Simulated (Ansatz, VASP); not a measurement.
## One calculation of GaN, two programs

```
CELL_PARAMETERS angstrom
3.36835 0.00000 0.00000
-1.68418 2.91708 0.00000
0.00000 0.00000 5.16202
ATOMIC_POSITIONS crystal
Ga 0.33333 0.66667 0.02904
Ga 0.66667 0.33333 0.52904
N 0.33333 0.66667 0.34596
N 0.66667 0.33333 0.84596
```

Alike in both runs: task single point; functional PBE; k mesh 12 × 12 × 6; occupations gaussian, width 0.02 eV; no spin polarisation.

|  | VASP | Ansatz |
| --- | --- | --- |
| version | VASP 6.6.1 | Ansatz 0.2.0 |
| potentials or method | VASP PAW PBE potentials, release 64 (Ga_d, N), cutoff 520 eV | scalar-relativistic, plane waves, PAW |
| valence electrons in the cell | 36 | 36 |

Ansatz gave:

- gap on the k mesh at the Fermi level (eV): 1.11
- least direct gap on the mesh (eV): 1.11
- pressure (GPa): 10.1
- traceless stress, the component that is largest in VASP (GPa): 55.73
- rms of the force components (eV/Å): 5.011

Q: Which values does VASP return?

A: gap on the k mesh at the Fermi level (eV): 1.11; least direct gap on the mesh (eV): 1.11; pressure (GPa): 9.6; traceless stress, the component that is largest in VASP (GPa): 54.37; rms of the force components (eV/Å): 4.895.

Atom by atom the forces differ by 0.117 eV/Å (rms over components).
